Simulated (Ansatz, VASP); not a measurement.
**One calculation of Al3GaN4, two programs**

```
Al Ga N
1.0
     4.40124    0.00000    0.00000
     0.00000    4.40124    0.00000
     0.00000    0.00000    4.40124
Al Ga N
3 1 4
Direct
  0.50000 0.49751 0.00000
  0.50000 0.99148 0.50000
  0.00000 0.49751 0.50000
  0.00000 0.00721 0.00000
  0.74677 0.74199 0.25323
  0.74214 0.25307 0.74214
  0.25323 0.74199 0.74677
  0.25786 0.25307 0.25786
```

Change from the starting cell: mode 4 (254.0 1/cm) frozen in, largest displacement +0.037 Å.

Alike in both runs: task single point; functional r2SCAN; k mesh 6 × 6 × 6; occupations gaussian, width 0.05 eV; no spin polarisation.

|  | VASP | Ansatz |
| --- | --- | --- |
| version | VASP 6.6.1 | Ansatz 0.2.0 |
| potentials or method | VASP PAW PBE potentials, release 64 (Al, Ga_d, N), cutoff 520 eV | scalar-relativistic, plane waves, PAW |
| valence electrons in the cell | 42 | 42 |

Ansatz gave:

* gap on the k mesh at the Fermi level (eV): 3.96
* least direct gap on the mesh (eV): 3.96
* pressure (GPa): 0.0
* traceless stress, the component that is largest in VASP (GPa): 0.35
* rms of the force components (eV/Å): 0.122

Q: What did VASP give for the same quantities?

A: gap on the k mesh at the Fermi level (eV): 3.96; least direct gap on the mesh (eV): 3.96; pressure (GPa): 0.0; traceless stress, the component that is largest in VASP (GPa): 0.37; rms of the force components (eV/Å): 0.126.

VASP's potentials were made for PBE, not for r2SCAN. Atom by atom the forces differ by 0.031 eV/Å (rms over components).
